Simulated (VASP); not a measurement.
# Ni (Im-3m) in VASP: further runs

Runs on Ni. Level: PBE. Tasks: single point, relaxation of cell and atoms.

All numbers are computed with VASP 6.6.1; they aren't measurements. Logs are shortened: lines on timing, memory, paths and dates and some standing lists are left out, and cuts for length are marked.

## 1. The cell of the first run

Symmetry: Im-3m, No. 229, cubic system. The conventional cell has a = 2.865 Å, b = 2.865 Å, c = 2.865 Å, α = 90.00°, β = 90.00°, γ = 90.00°. Ni (site symmetry m-3m) has 14 Ni at 2.48 to 2.87 Å within 3.3 Å.

## 2. Single point, PBE, collinear spin, ferromagnetic start (volume scaled by 1.08)

Input file INCAR:

```
SYSTEM = Ni
ALGO = Normal ; EDIFF = 1E-7
ENCUT = 520 ; GGA = PE
ISIF = 2 ; ISMEAR = -1
ISPIN = 2 ; LASPH = .True.
LCHARG = .True. ; LELF = .True.
LMAXMIX = 4 ; LORBIT = 11
LREAL = .False. ; LVHAR = .True.
LWAVE = .False. ; MAGMOM = 0.582 0.582
NBANDS = 21 ; NELM = 150
PREC = Accurate ; SIGMA = 0.05
```

Input file KPOINTS:

```
k-points
0
Gamma
  13 13 13
  0 0 0
```

Input file POSCAR:

```
Ni
1.0
    2.8651724229      0.0000000000      0.0000000000
    0.0000000000      2.8651724229      0.0000000000
    0.0000000000      0.0000000000      2.8651724229
Ni
2
Direct
    0.0000000000      0.0000000000      0.0000000000
    0.5000000000      0.5000000000      0.5000000000
```

Potentials or basis: VASP PAW PBE potentials, release 64 (Ni).

Command:

```bash
> cat potpaw_PBE.64/Ni/POTCAR > POTCAR
> mpirun -np 1 vasp_std > vasp.out
```

OUTCAR:

```text
SYSTEM = Ni
   EDIFF = 1E-7
   ENCUT = 520
   GGA = PE
   ISIF = 2
   ISMEAR = -1
   ISPIN = 2
   LASPH = .True.
   LORBIT = 11
   LREAL = .False.
   NELM = 150
   PREC = Accurate

 ion  position               nearest neighbor table
   1  0.000  0.000  0.000-   2 2.48   2 2.48   2 2.48   2 2.48   2 2.48   2 2.48   2 2.48   2 2.48

   2  0.500  0.500  0.500-   1 2.48   1 2.48   1 2.48   1 2.48   1 2.48   1 2.48   1 2.48   1 2.48

  LATTYP: Found a simple cubic cell.
 ALAT       =     2.8651724229

  Lattice vectors:

 A1 = (   2.8651724229,   0.0000000000,   0.0000000000)
 A2 = (   0.0000000000,   2.8651724229,   0.0000000000)
 A3 = (   0.0000000000,   0.0000000000,   2.8651724229)

Analysis of symmetry for initial positions (statically):
=====================================================================
 Subroutine PRICEL returns following result:

  LATTYP: Found a body centered cubic cell.
 ALAT       =     2.8651724229

  Lattice vectors:

 A1 = (   1.4325862115,   1.4325862115,  -1.4325862114)
 A2 = (  -1.4325862115,   1.4325862114,   1.4325862114)
 A3 = (   1.4325862115,  -1.4325862114,   1.4325862115)

   2 primitive cells build up your supercell.

 Routine SETGRP: Setting up the symmetry group for a
 simple cubic supercell.

 Subroutine GETGRP returns: Found 48 space group operations
 (whereof 48 operations were pure point group operations)
 out of a pool of 48 trial point group operations.

The static configuration has the point symmetry O_h .

Analysis of symmetry for dynamics (positions and initial velocities):
=====================================================================
 Subroutine PRICEL returns following result:

  LATTYP: Found a body centered cubic cell.
 ALAT       =     2.8651724229

  Lattice vectors:

 A1 = (   1.4325862115,   1.4325862115,  -1.4325862114)
 A2 = (  -1.4325862115,   1.4325862114,   1.4325862114)
 A3 = (   1.4325862115,  -1.4325862114,   1.4325862115)

   2 primitive cells build up your supercell.

 Routine SETGRP: Setting up the symmetry group for a
 simple cubic supercell.

 Subroutine GETGRP returns: Found 48 space group operations
 (whereof 48 operations were pure point group operations)
 out of a pool of 48 trial point group operations.

The dynamic configuration has the point symmetry O_h .

Analysis of structural, dynamic, and magnetic symmetry:
=====================================================================
 Subroutine PRICEL returns following result:

  LATTYP: Found a body centered cubic cell.
 ALAT       =     2.8651724229

  Lattice vectors:

 A1 = (   1.4325862115,   1.4325862115,  -1.4325862114)
 A2 = (  -1.4325862115,   1.4325862114,   1.4325862114)
 A3 = (   1.4325862115,  -1.4325862114,   1.4325862115)

   2 primitive cells build up your supercell.

 Routine SETGRP: Setting up the symmetry group for a
 simple cubic supercell.

 Subroutine GETGRP returns: Found 48 space group operations
 (whereof 48 operations were pure point group operations)
 out of a pool of 48 trial point group operations.

The overall configuration has the point symmetry O_h .

 Subroutine INISYM returns: Found 48 space group operations
 (whereof 48 operations are pure point group operations),
 and found     2 'primitive' translations

----------------------------------------------------------------------------------------

                                     Primitive cell

  volume of cell :      11.7604

  direct lattice vectors                    reciprocal lattice vectors
     1.432586211  1.432586211 -1.432586211     0.349019135  0.349019135  0.000000000
    -1.432586211  1.432586211  1.432586211    -0.000000000  0.349019135  0.349019135
     1.432586211 -1.432586211  1.432586211     0.349019135  0.000000000  0.349019135

  length of vectors
     2.481312104  2.481312104  2.481312104     0.493587594  0.493587594  0.493587594

  position of ions in fractional coordinates (direct lattice)
     0.000000000  0.000000000  0.000000000

  ion indices of the primitive-cell ions
   primitive index   ion index
                 1           1

----------------------------------------------------------------------------------------

 KPOINTS: k-points

Automatic generation of k-mesh.
 Grid dimensions read from file:
 generate k-points for:   13   13   13

 Generating k-lattice:

  Cartesian coordinates                     Fractional coordinates (reciprocal lattice)
     0.026847626  0.000000000  0.000000000     0.076923077  0.000000000  0.000000000
     0.000000000  0.026847626  0.000000000     0.000000000  0.076923077  0.000000000
     0.000000000  0.000000000  0.026847626     0.000000000  0.000000000  0.076923077

  Length of vectors
     0.026847626  0.026847626  0.026847626

  Shift w.r.t. Gamma in fractional coordinates (k-lattice)
     0.000000000  0.000000000  0.000000000

 Subroutine IBZKPT returns following result:
 ===========================================

 Found     84 irreducible k-points:

 Following reciprocal coordinates:
            Coordinates               Weight
  0.000000  0.000000  0.000000      1.000000
  0.076923  0.000000  0.000000      6.000000
  0.153846  0.000000  0.000000      6.000000
  0.230769  0.000000  0.000000      6.000000
  0.307692  0.000000  0.000000      6.000000
  0.384615  0.000000  0.000000      6.000000
[... 16 lines left out ...]
  0.307692  0.307692  0.000000     12.000000
  0.384615  0.307692  0.000000     24.000000
 [... further k-points ...]
   k-points           NKPTS =     84   k-points in BZ     NKDIM =     84   number of bands    NBANDS=     21
   number of dos      NEDOS =    301   number of ions     NIONS =      2
   total plane-waves  NPLWV =  13824
   dimension x,y,z NGX =    24 NGY =   24 NGZ =   24
   dimension x,y,z NGXF=    48 NGYF=   48 NGZF=   48
   ions per type =               2
   NGX,Y,Z   is equivalent  to a cutoff of  13.93, 13.93, 13.93 a.u.
   NGXF,Y,Z  is equivalent  to a cutoff of  27.85, 27.85, 27.85 a.u.
 SYSTEM =  Ni
   PREC   = accura    normal or accurate (medium, high low for compatibility)
   ISTART =      0    job   : 0-new  1-cont  2-samecut
   ICHARG =      2    charge: 1-file 2-atom 10-const
   ISPIN  =      2    spin polarized calculation?
   LNONCOLLINEAR =      F non collinear calculations
   LSORBIT =      F    spin-orbit coupling
   LASPH  =      T    aspherical Exc in radial PAW
   ENCUT  =  520.0 eV  38.22 Ry    6.18 a.u.   5.33  5.33  5.33*2*pi/ulx,y,z
   NELM   =    150;   NELMIN=  2; NELMDL= -5     # of ELM steps
   EDIFF  = 0.1E-06   stopping-criterion for ELM
   LREAL  =      F    real-space projection
   EDIFFG = 0.1E-05   stopping-criterion for IOM
   NSW    =      0    number of steps for IOM
   IBRION =     -1    ionic relax: 0-MD 1-quasi-New 2-CG
   NFREE  =      0    steps in history (QN), initial steepest desc. (CG)
   ISIF   =      2    stress and relaxation
   ISYM   =      2    0-nonsym 1-usesym 2-fastsym
   POTIM  = 0.5000    time-step for ionic-motion
   TEBEG  =    0.0;   TEEND  =   0.0 temperature during run
   PSTRESS=    0.0 pullay stress
   NELECT =      20.0000    total number of electrons
   NUPDOWN=      -1.0000    fix difference up-down
   EMIN   =  10.00;   EMAX   =-10.00  energy-range for DOS
   EFERMI =   0.00;   METHOD = LEGACY
   ISMEAR =    -1;   SIGMA  =   0.05  broadening in eV -4-tet -1-fermi 0-gaus
   EFERMI_NEDOS =   21; number of points for ismear=-14 and -15
   IALGO  =     38    algorithm
   IMIX   =      4    mixing-type and parameters
     AMIX     =   0.40;   BMIX     =  1.00
     AMIX_MAG =   1.60;   BMIX_MAG =  1.00
  volume/ion in A,a.u.               =      11.76        79.36
  Fermi-wavevector in a.u.,A,eV,Ry     =   1.550960  2.930890 32.728521  2.405478
  Thomas-Fermi vector in A             =   2.655549
   LORBIT       =     11    0 simple, 1 ext, 2 COOP (PROOUT), +10 PAW based schemes
   GGA     = PE    functional components
   LHFCALC =     F    Hartree Fock is set to
   AEXX    =    0.0000 exact exchange contribution
   IVDW    =     0    specifies the selected vdW correction
   LEPSILON=     F    determine dielectric tensor
   LRPA    =     F    only Hartree local field effects (RPA)
 spin polarized calculation
  energy-cutoff  :      520.00
  volume of cell :       23.52
 maximum number of plane-waves:       651
 NGX is ok and might be reduce to    24
   NGX = 11   NGY = 11   NGZ = 11

 number of electron      20.0000025 magnetization       1.1837952

 Free energy of the ion-electron system (eV)
  ---------------------------------------------------
  ext. energy  EPLUGINS =         0.00000000
  ---------------------------------------------------
  free energy    TOTEN  =       -10.70812396 eV

  energy without entropy =      -10.67976641  energy(sigma->0) =      -10.69394518

 E-fermi :   8.2119     XC(G=0): -12.7976

 val. band max:        8.2081936340   @ k =   0.3846   0.1538   0.0769
 cond. band min:       8.2192275237   @ k =   0.3846   0.0769   0.0769
 fundamental gap:      0.0110338898
 Fermi energy:         8.2119498896

 spin component 1

 k-point     1 :       0.0000    0.0000    0.0000
  band No.  band energies     occupation
      1      -0.1652      1.00000
      2       4.4384      1.00000
      3       4.4384      1.00000
      4       6.0737      1.00000
      5       6.0737      1.00000
      6       6.0737      1.00000
[... 550 lines left out ...]
      5       6.0290      1.00000
      6       6.3941      1.00000
[... 13 lines left out ...]
     20      34.2891      0.00000
     21      34.8735      0.00000

 [... further k-points ...]

 spin component 2

 k-point     1 :       0.0000    0.0000    0.0000
  band No.  band energies     occupation
      1      -0.1827      1.00000
      2       4.7948      1.00000
      3       4.7948      1.00000
      4       6.7868      1.00000
      5       6.7868      1.00000
      6       6.7868      1.00000
[... 550 lines left out ...]
      5       6.3906      1.00000
      6       6.7628      1.00000
[... 13 lines left out ...]
     20      34.3579      0.00000
     21      34.8765      0.00000

 [... further k-points ...]
[... 5 lines left out ...]
  --------------------------------------------------------------------------------------
  -------------------------------------------------------------------------------------
  Total       -1.5994713     -1.5994713     -1.5994713     -0.0000000     -0.0000000      0.0000000
  in kB     -108.9518877   -108.9518877   -108.9518877     -0.0000000     -0.0000000      0.0000000
  external PRESSURE =    -108.9518877 kB  Pullay stress =       0.0000000 kB

 VOLUME and BASIS-vectors are now :
 -----------------------------------------------------------------------------
  energy-cutoff  :      520.00
  volume of cell :       23.52
      direct lattice vectors                 reciprocal lattice vectors
     2.865172423  0.000000000  0.000000000     0.349019135  0.000000000  0.000000000
     0.000000000  2.865172423  0.000000000     0.000000000  0.349019135  0.000000000
     0.000000000  0.000000000  2.865172423     0.000000000  0.000000000  0.349019135

 POSITION                                       TOTAL-FORCE (eV/Angst)
 -----------------------------------------------------------------------------------
      0.00000      0.00000      0.00000         0.000000      0.000000      0.000000
      1.43259      1.43259      1.43259        -0.000000     -0.000000     -0.000000
 -----------------------------------------------------------------------------------
    total drift:                                0.000000      0.000000     -0.000000

  FREE ENERGIE OF THE ION-ELECTRON SYSTEM (eV)
  ---------------------------------------------------
  free  energy   TOTEN  =       -10.7081239587 eV

  energy  without entropy=      -10.6797664103  energy(sigma->0) =      -10.69394518

 total charge

# of ion       s       p       d       tot
------------------------------------------
    1        0.461   0.425   8.302   9.188
    2        0.461   0.425   8.302   9.188
--------------------------------------------------
tot          0.923   0.849  16.604  18.376

 magnetization (x)

# of ion       s       p       d       tot
------------------------------------------
    1       -0.004  -0.016   0.626   0.605
    2       -0.004  -0.016   0.626   0.605
--------------------------------------------------
tot         -0.008  -0.033   1.252   1.211
```

Run time: 1.7 min. Hardware: 1 thread of Intel Xeon 8259CL, shared host; peak memory 0.19 GiB.

Results:

* Free energy: -10.7081 eV
* Pressure: -10.9 GPa
* Net moment: 1.18 μB per cell
* Site moments: Ni +0.60 μB
* Valence electrons inside the program's atomic spheres: Ni 9.19

[end of part 1 of 2]
